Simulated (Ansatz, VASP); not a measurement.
ZrC in VASP and in Ansatz

```
Zr C
1.0
     3.34462    0.00000    0.00000
     1.67231    2.89652    0.00000
     1.67231    0.96551    2.73087
Zr C
1 1
Cartesian
  3.3446 1.9310 1.3654
  0.0000 0.0000 0.0000
```

Alike in both runs: task relaxation of cell and atoms; functional PBE; dispersion D3(BJ); k mesh 7 × 7 × 7; no spin polarisation.

```csv
,VASP,Ansatz
version,VASP 6.6.1,Ansatz 0.2.0
potentials or method,"VASP PAW PBE potentials, release 64 (Zr_sv, C), cutoff 600 eV","plane waves, PAW"
occupations,"methfessel-paxton of order 1, width 0.01 eV","cold, width 0.01 eV"
valence electrons in the cell,16,16
```

```csv
,VASP,Ansatz,Ansatz less VASP
relaxed volume (Å³/atom),12.77,12.75,-0.016
relaxed cell length with the largest relative difference (Å),3.305,3.304,-0.0014
```
